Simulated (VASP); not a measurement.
# HfC: single point with PBE

The system is HfC.

```
Hf C
1.0
     0.00000    2.32500    2.32500
     2.32500    0.00000    2.32500
     2.32500    2.32500    0.00000
Hf C
1 1
Direct
  0.50000 0.50000 0.50000
  0.00000 0.00000 0.00000
```

- Program: VASP 6.6.1
- Task: single point
- Functional: PBE
- Potentials or basis: VASP PAW PBE potentials, release 64 (Hf_pv, C)
- Cutoff: 520 eV
- k mesh: 7 × 7 × 7
- Occupations: fermi-dirac, width 0.05 eV
- Spin: non-collinear spin, zero start, spin-orbit coupling
- Starting moments: [[0.0, 0.0, 0.0], [0.0, 0.0, 0.0]] μB
- Dipole correction: no
- Further INCAR settings: ALGO = Normal; EDIFF = 1e-07; NBANDS = 26

```json
{
  "Pressure": "-0.6 GPa",
  "Net moment": "0.00 μB per cell",
  "Valence electrons inside the program's atomic spheres": "Hf 8.65; C 2.39"
}
```

Moments on the atoms (μB; x, y, z):
```
Hf  0.00 0.00 0.00
C   0.00 0.00 0.00
```

Run time: 50 s on 1 thread of Intel Xeon 8259CL, on a shared host, peak memory 0.21 GiB.
